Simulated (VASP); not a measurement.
# HfN (WC type) (P-6m2) in VASP: further runs

HfN (WC type) is run at these levels: PBE; tasks: single point.

All numbers are computed with VASP 6.6.1; they aren't measurements. Logs are shortened: lines on timing, memory, paths and dates and some standing lists are left out, and cuts for length are marked.

### 1 The cell of the first run

The structure is hexagonal, space group P-6m2 (No. 187). The conventional cell has a = 3.100 Å, b = 3.100 Å, c = 2.912 Å, α = 90.00°, β = 90.00°, γ = 120.00°. Within 3.0 Å of Hf (site symmetry -6m2) lie 6 N at 2.31 Å and 2 Hf at 2.91 Å. Within 3.0 Å of N (site symmetry -6m2) lie 6 Hf at 2.31 Å and 2 N at 2.91 Å.

### 2 Single point, PBE

Contents of INCAR:

```
  PREC = Accurate
  ENCUT = 520
  EDIFF = 1E-7
  ISMEAR = -1
  SIGMA = 0.05
  LREAL = False
  LASPH = True
  NELM = 80
  ALGO = Normal
  ISIF = 2
  LWAVE = False
  LCHARG = False
  GGA = PE
  NBANDS = 14
```

Contents of KPOINTS:

```
regular mesh
0
Gamma
  15 15 13
```

Contents of POSCAR:

```
HfN
1.0
    3.1000074843      0.0000000000      0.0000000000
   -1.5500037422      2.6846852333      0.0000000000
    0.0000000000      0.0000000000      2.9116892527
Hf N
1 1
Direct
    0.0000000000      0.0000000000      0.0000000000
    0.3333333333      0.6666666667      0.5000000000
```

Potentials or basis: VASP PAW PBE potentials, release 64 (Hf_pv, N).

Launch:

```sh
cat potpaw_PBE.64/Hf_pv/POTCAR potpaw_PBE.64/N/POTCAR > POTCAR
mpirun -np 1 vasp_std > vasp.out
```

OUTCAR:

```text
PREC = Accurate
   ENCUT = 520
   EDIFF = 1E-7
   ISMEAR = -1
   LREAL = False
   LASPH = True
   NELM = 80
   ISIF = 2
   GGA = PE

 ion  position               nearest neighbor table
   1  0.000  0.000  0.000-   2 2.31   2 2.31   2 2.31   2 2.31   2 2.31   2 2.31
   2  0.333  0.667  0.500-   1 2.31   1 2.31   1 2.31   1 2.31   1 2.31   1 2.31

  LATTYP: Found a hexagonal cell.
 ALAT       =     3.1000074843
 C/A-ratio  =     0.9392523300

  Lattice vectors:

 A1 = (   3.1000074843,   0.0000000000,   0.0000000000)
 A2 = (  -1.5500037422,   2.6846852333,   0.0000000000)
 A3 = (   0.0000000000,   0.0000000000,   2.9116892527)

Analysis of symmetry for initial positions (statically):
=====================================================================
 Subroutine PRICEL returns:
 Original cell was already a primitive cell.

 Routine SETGRP: Setting up the symmetry group for a
 hexagonal supercell.

 Subroutine GETGRP returns: Found 12 space group operations
 (whereof 12 operations were pure point group operations)
 out of a pool of 24 trial point group operations.

The static configuration has the point symmetry D_3h.

Analysis of symmetry for dynamics (positions and initial velocities):
=====================================================================
 Subroutine PRICEL returns:
 Original cell was already a primitive cell.

 Routine SETGRP: Setting up the symmetry group for a
 hexagonal supercell.

 Subroutine GETGRP returns: Found 12 space group operations
 (whereof 12 operations were pure point group operations)
 out of a pool of 24 trial point group operations.

The dynamic configuration has the point symmetry D_3h.

 Subroutine INISYM returns: Found 12 space group operations
 (whereof 12 operations are pure point group operations),
 and found     1 'primitive' translations

----------------------------------------------------------------------------------------

                                     Primitive cell

  volume of cell :      24.2327

  direct lattice vectors                    reciprocal lattice vectors
     3.100007484  0.000000000  0.000000000     0.322579866  0.186241573  0.000000000
    -1.550003742  2.684685233  0.000000000     0.000000000  0.372483145  0.000000000
     0.000000000  0.000000000  2.911689253     0.000000000  0.000000000  0.343443243

  length of vectors
     3.100007484  3.100007484  2.911689253     0.372483145  0.372483145  0.343443243

  position of ions in fractional coordinates (direct lattice)
     0.000000000  0.000000000  0.000000000
     0.333333333  0.666666667  0.500000000

  ion indices of the primitive-cell ions
   primitive index   ion index
                 1           1
                 2           2

----------------------------------------------------------------------------------------

 KPOINTS: regular mesh

Automatic generation of k-mesh.
 Grid dimensions read from file:
 generate k-points for:   15   15   13

 Generating k-lattice:

  Cartesian coordinates                     Fractional coordinates (reciprocal lattice)
     0.021505324  0.012416105  0.000000000     0.066666667  0.000000000  0.000000000
     0.000000000  0.024832210  0.000000000     0.000000000  0.066666667  0.000000000
     0.000000000  0.000000000  0.026418711     0.000000000  0.000000000  0.076923077

  Length of vectors
     0.024832210  0.024832210  0.026418711

  Shift w.r.t. Gamma in fractional coordinates (k-lattice)
     0.000000000  0.000000000  0.000000000

 Subroutine IBZKPT returns following result:
 ===========================================

 Found    189 irreducible k-points:

 Following reciprocal coordinates:
            Coordinates               Weight
  0.000000  0.000000  0.000000      1.000000
  0.066667  0.000000  0.000000      6.000000
  0.133333 -0.000000  0.000000      6.000000
  0.200000 -0.000000  0.000000      6.000000
  0.266667 -0.000000  0.000000      6.000000
  0.333333 -0.000000  0.000000      6.000000
[... 16 lines left out ...]
  0.333333  0.200000  0.000000     12.000000
  0.400000  0.200000  0.000000      6.000000
 [... further k-points ...]
   k-points           NKPTS =    189   k-points in BZ     NKDIM =    189   number of bands    NBANDS=     14
   number of dos      NEDOS =    301   number of ions     NIONS =      2
   total plane-waves  NPLWV =  13824
   dimension x,y,z NGX =    24 NGY =   24 NGZ =   24
   dimension x,y,z NGXF=    48 NGYF=   48 NGZF=   48
   ions per type =               1   1
   NGX,Y,Z   is equivalent  to a cutoff of  12.87, 12.87, 13.70 a.u.
   NGXF,Y,Z  is equivalent  to a cutoff of  25.74, 25.74, 27.41 a.u.
 SYSTEM =  unknown system
   PREC   = accura    normal or accurate (medium, high low for compatibility)
   ISTART =      0    job   : 0-new  1-cont  2-samecut
   ICHARG =      2    charge: 1-file 2-atom 10-const
   ISPIN  =      1    spin polarized calculation?
   LNONCOLLINEAR =      F non collinear calculations
   LSORBIT =      F    spin-orbit coupling
   LASPH  =      T    aspherical Exc in radial PAW
   ENCUT  =  520.0 eV  38.22 Ry    6.18 a.u.   5.76  5.76  5.41*2*pi/ulx,y,z
   NELM   =     80;   NELMIN=  2; NELMDL= -5     # of ELM steps
   EDIFF  = 0.1E-06   stopping-criterion for ELM
   LREAL  =      F    real-space projection
   EDIFFG = 0.1E-05   stopping-criterion for IOM
   NSW    =      0    number of steps for IOM
   IBRION =     -1    ionic relax: 0-MD 1-quasi-New 2-CG
   NFREE  =      0    steps in history (QN), initial steepest desc. (CG)
   ISIF   =      2    stress and relaxation
   ISYM   =      2    0-nonsym 1-usesym 2-fastsym
   POTIM  = 0.5000    time-step for ionic-motion
   TEBEG  =    0.0;   TEEND  =   0.0 temperature during run
   PSTRESS=    0.0 pullay stress
   NELECT =      15.0000    total number of electrons
   NUPDOWN=      -1.0000    fix difference up-down
   EMIN   =  10.00;   EMAX   =-10.00  energy-range for DOS
   EFERMI =   0.00;   METHOD = LEGACY
   ISMEAR =    -1;   SIGMA  =   0.05  broadening in eV -4-tet -1-fermi 0-gaus
   EFERMI_NEDOS =   21; number of points for ismear=-14 and -15
   IALGO  =     38    algorithm
   IMIX   =      4    mixing-type and parameters
     AMIX     =   0.40;   BMIX     =  1.00
     AMIX_MAG =   1.60;   BMIX_MAG =  1.00
  volume/ion in A,a.u.               =      12.12        81.77
  Fermi-wavevector in a.u.,A,eV,Ry     =   1.395206  2.636556 26.485082  1.946599
  Thomas-Fermi vector in A             =   2.518680
   LORBIT       =      0    0 simple, 1 ext, 2 COOP (PROOUT), +10 PAW based schemes
   GGA     = PE    functional components
   LHFCALC =     F    Hartree Fock is set to
   AEXX    =    0.0000 exact exchange contribution
   IVDW    =     0    specifies the selected vdW correction
   LEPSILON=     F    determine dielectric tensor
   LRPA    =     F    only Hartree local field effects (RPA)
 non-spin polarized calculation
  energy-cutoff  :      520.00
  volume of cell :       24.23
 maximum number of plane-waves:       664
 NGX is ok and might be reduce to    24
   NGX = 11   NGY = 11   NGZ = 11

 number of electron      14.9999999 magnetization

 Free energy of the ion-electron system (eV)
  ---------------------------------------------------
  ext. energy  EPLUGINS =         0.00000000
  ---------------------------------------------------
  free energy    TOTEN  =       -20.97729477 eV

  energy without entropy =      -20.96304658  energy(sigma->0) =      -20.97017068

 E-fermi :   6.8298     XC(G=0): -12.4340

 val. band max:        6.8197657811   @ k =   0.4667   0.0667   0.2308
 cond. band min:       6.8305980031   @ k =   0.1333   0.1333   0.2308
 fundamental gap:      0.0108322221
 Fermi energy:         6.8298263350

 k-point     1 :       0.0000    0.0000    0.0000
  band No.  band energies     occupation
      1     -23.4475      2.00000
      2     -23.4475      2.00000
      3     -23.2420      2.00000
      4      -9.2484      2.00000
      5       3.4256      2.00000
      6       3.4256      2.00000
      7       4.5865      2.00000
      8       5.2260      2.00000
      9       8.8929      0.00000
     10      11.6677      0.00000
     11      11.6677      0.00000
     12      12.7549      0.00000
     13      12.7549      0.00000
     14      19.8510      0.00000

 k-point     2 :       0.0667    0.0000    0.0000
  band No.  band energies     occupation
      1     -23.4900      2.00000
      2     -23.4563      2.00000
      3     -23.2370      2.00000
      4      -9.1687      2.00000
      5       3.1673      2.00000
      6       3.4839      2.00000
      7       4.6799      2.00000
      8       5.1340      2.00000
      9       9.2438      0.00000
     10      11.4693      0.00000
     11      11.6858      0.00000
     12      12.7113      0.00000
     13      12.8324      0.00000
     14      19.8625      0.00000

 k-point     3 :       0.1333   -0.0000    0.0000
  band No.  band energies     occupation
      1     -23.6081      2.00000
      2     -23.4811      2.00000
      3     -23.2228      2.00000
      4      -8.9430      2.00000
      5       2.5634      2.00000
      6       3.6465      2.00000
      7       4.8873      2.00000
      8       4.9337      2.00000
      9      10.1008      0.00000
     10      10.9948      0.00000
     11      11.7545      0.00000
     12      12.5908      0.00000
     13      13.0214      0.00000
     14      19.8731      0.00000
[... 324 lines left out ...]
 k-point    23 :       0.3333    0.2000    0.0000
  band No.  band energies     occupation
      1     -24.2293      2.00000
      2     -23.8278      2.00000
      3     -23.1196      2.00000
      4      -7.2483      2.00000
      5       0.6483      2.00000
      6       3.1807      2.00000
      7       3.5886      2.00000
      8       6.8470      0.82995
      9       9.8876      0.00000
     10      10.5628      0.00000
     11      11.9357      0.00000
     12      14.9361      0.00000
     13      16.9151      0.00000
     14      19.3324      0.00000

 k-point    24 :       0.4000    0.2000    0.0000
  band No.  band energies     occupation
      1     -24.2461      2.00000
      2     -23.8482      2.00000
      3     -23.1155      2.00000
      4      -7.1764      2.00000
      5       0.6340      2.00000
      6       3.0767      2.00000
      7       3.5503      2.00000
      8       6.9119      0.32471
      9      10.2499      0.00000
     10      10.4713      0.00000
     11      11.5302      0.00000
     12      15.0078      0.00000
     13      17.8868      0.00000
     14      18.6685      0.00000

 [... further k-points ...]

------------------------ aborting loop because EDIFF is reached ----------------------------------------

  FORCE on cell =-STRESS in cart. coord.  units (eV):
  Direction    XX          YY          ZZ          XY          YZ          ZX
  --------------------------------------------------------------------------------------
  -------------------------------------------------------------------------------------
  Total       -0.2668781     -0.2668781     -0.3440972      0.0000000     -0.0000000      0.0000000
  in kB      -17.6450312    -17.6450312    -22.7504777      0.0000000     -0.0000000      0.0000000
  external PRESSURE =     -19.3468467 kB  Pullay stress =       0.0000000 kB

 VOLUME and BASIS-vectors are now :
 -----------------------------------------------------------------------------
  energy-cutoff  :      520.00
  volume of cell :       24.23
      direct lattice vectors                 reciprocal lattice vectors
     3.100007484  0.000000000  0.000000000     0.322579866  0.186241573  0.000000000
    -1.550003742  2.684685233  0.000000000     0.000000000  0.372483145  0.000000000
     0.000000000  0.000000000  2.911689253     0.000000000  0.000000000  0.343443243

 POSITION                                       TOTAL-FORCE (eV/Angst)
 -----------------------------------------------------------------------------------
      0.00000      0.00000      0.00000         0.000000     -0.000000      0.000000
     -0.00000      1.78979      1.45584        -0.000000      0.000000      0.000000
 -----------------------------------------------------------------------------------
    total drift:                                0.000000     -0.000000     -0.000000

  FREE ENERGIE OF THE ION-ELECTRON SYSTEM (eV)
  ---------------------------------------------------
  free  energy   TOTEN  =       -20.9772947717 eV

  energy  without entropy=      -20.9630465840  energy(sigma->0) =      -20.97017068
```

Run time: 62 s. Hardware: 1 thread of Intel Xeon 8259CL, shared host; peak memory 0.19 GiB.

Results:

```
Free energy : -20.9773 eV
Pressure    : -1.9 GPa
```

Caveat: spin-orbit coupling is left out, which moves the levels of the heavy elements.

### 3 Single point, PBE

Contents of INCAR:

```
PREC = Accurate
ENCUT = 520
EDIFF = 1E-6
ISMEAR = -1
SIGMA = 0.05
LREAL = F
LASPH = T
NELM = 80
ALGO = Normal
ISIF = 2
LWAVE = F
LCHARG = F
GGA = PE
NBANDS = 14
```

Contents of KPOINTS:

```
Automatic mesh
0
Gamma
  15 15 13
```

Contents of POSCAR:

```
HfN
1.0
    3.1002684080      0.0000000000      0.0000000000
   -1.5501342040      2.6849111998      0.0000000000
    0.0000000000      0.0000000000      2.9121335969
Hf N
1 1
Direct
    0.0000000000      0.0000000000      0.0000000000
    0.3333333333      0.6666666667      0.5000000000
```

Potentials or basis: VASP PAW PBE potentials, release 64 (Hf_pv, N).

Launch:

```sh
cat potpaw_PBE.64/Hf_pv/POTCAR potpaw_PBE.64/N/POTCAR > POTCAR
mpirun -np 1 vasp_std > vasp.out
```

It took 56 s on 1 thread of Intel Xeon 8259CL, shared host; peak memory 0.19 GiB.

Results (log left out):

| Quantity | Value |
| --- | --- |
| Free energy | -20.9772 eV |
| Pressure | -2.0 GPa |

Stress tensor (GPa, compression positive):
```
-1.84  0.00  0.00
 0.00 -1.84  0.00
 0.00  0.00 -2.40
```

Levels at points of the mesh, in eV from the Fermi level:
```csv
k point,band 6,band 7,band 8,band 9,band 10,band 11
"(0.00, 0.00, 0.00)",-3.40,-2.24,-1.60,2.06,4.84,4.84
```

Caveat: spin-orbit coupling is left out, which moves the levels of the heavy elements.
